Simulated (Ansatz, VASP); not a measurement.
## SiC5N8: VASP beside Ansatz

INCAR

```
ALGO = Normal
EDIFF = 1E-6
ENCUT = 520
GGA = PE
ISIF = 2
ISMEAR = -1
LASPH = T
LCHARG = F
LREAL = F
LWAVE = F
NBANDS = 45
NELM = 100
PREC = Accurate
SIGMA = 0.02
```

Contents of KPOINTS:

```
k-points
0
Gamma
  4 10 4
```

The input POSCAR:

```
SiC5N8
1.0
    6.7246709876      0.0000000000      0.0528885511
    0.0000000000      2.4927016421      0.0000000000
   -3.3167173042      0.0000000000      5.6537100002
C Si N
5 1 8
Direct
    0.5751256592      0.5000000000      0.8034234727
    0.7665090019      0.0000000000      0.6006826061
    0.2422291799      0.5000000000      0.4121279296
    0.1754045296      0.5000000000      0.7725133154
    0.4021146690      0.0000000000      0.1860336431
    0.8298026906      0.0000000000      0.2278171920
    0.3252423251      0.5000000000      0.6608189823
    0.6566701590      0.0000000000      0.3426523349
    0.7113673546      0.5000000000      0.6845812904
    0.6380366702      0.0000000000      0.9395992639
    0.0293542505      0.0000000000      0.6923204759
    1.0036799753      0.5000000000      0.2870521643
    0.3239298503      0.0000000000      0.3536205029
    0.3205336850      0.5000000000      0.0367568265
```

Input for Ansatz:

```yaml
crystal:
  lattice:
    - [6.7246709876, 0.0, 0.0528885511]
    - [0.0, 2.4927016421, 0.0]
    - [-3.3167173042, 0.0, 5.6537100002]
  atoms:
    - { symbol: C, position: [0.5751256592, 0.5, 0.8034234727] }
    - { symbol: Si, position: [0.8298026906, 0.0, 0.227817192] }
    - { symbol: C, position: [0.7665090019, 0.0, 0.6006826061] }
    - { symbol: C, position: [0.2422291799, 0.5, 0.4121279296] }
    - { symbol: C, position: [0.1754045296, 0.5, 0.7725133154] }
    - { symbol: C, position: [0.402114669, 0.0, 0.1860336431] }
    - { symbol: "N", position: [0.3252423251, 0.5, 0.6608189823] }
    - { symbol: "N", position: [0.656670159, 0.0, 0.3426523349] }
    - { symbol: "N", position: [0.7113673546, 0.5, 0.6845812904] }
    - { symbol: "N", position: [0.6380366702, 0.0, 0.9395992639] }
    - { symbol: "N", position: [0.0293542505, 0.0, 0.6923204759] }
    - { symbol: "N", position: [1.0036799753, 0.5, 0.2870521643] }
    - { symbol: "N", position: [0.3239298503, 0.0, 0.3536205029] }
    - { symbol: "N", position: [0.320533685, 0.5, 0.0367568265] }
kpoints:
  mp_grid: { grid: [4, 10, 4] }
  band_path:
    path:
      - [0.0, 0.0, 0.0]
      - [-8.251214021695e-19, 0.5, 1.538013301797e-34]
      - [0.5, 0.5, -2.230168227065e-17]
      - [0.5, -1.268422577315e-35, -2.230168227065e-17]
      - [0.0, 0.0, 0.0]
      - [2.07174204007e-17, -2.950625808379e-19, 0.5]
      - [2.07174204007e-17, 0.5, 0.5]
      - [-8.251214021695e-19, 0.5, 1.538013301797e-34]
      - [-0.5, 0.5, 0.5]
      - [-0.5, -2.950625808379e-19, 0.5]
      - [0.0, 0.0, 0.0]
    npoints: 10
hamiltonian:
  xc: pbe
scf:
  occupations: { method: fermi_dirac, width: 0.02 }
  n_extra_bands: 7
output:
  forces: true
  stress: true
  eigenvalues: true
  write_density: true
  write_potential: true
  elf: true
  volumetric_format: npy
```

Alike in both runs: task single point; functional PBE; k mesh 4 × 10 × 4; occupations fermi-dirac, width 0.02 eV; no spin polarisation.

```csv
,VASP,Ansatz
version,VASP 6.6.1,Ansatz 0.2.0
potentials or method,"VASP PAW PBE potentials, release 64 (C, Si, N)","plane waves, PAW"
plane-wave cutoff (eV),520,420
valence electrons in the cell,64,64
```

```tsv
	VASP	Ansatz	Ansatz less VASP
gap on the k mesh at the Fermi level (eV)	2.81	2.82	+0.007
pressure (GPa)	6.2	5.8	-0.35
rms of the force components (eV/Å)	0.089	0.095	+0.0067
```
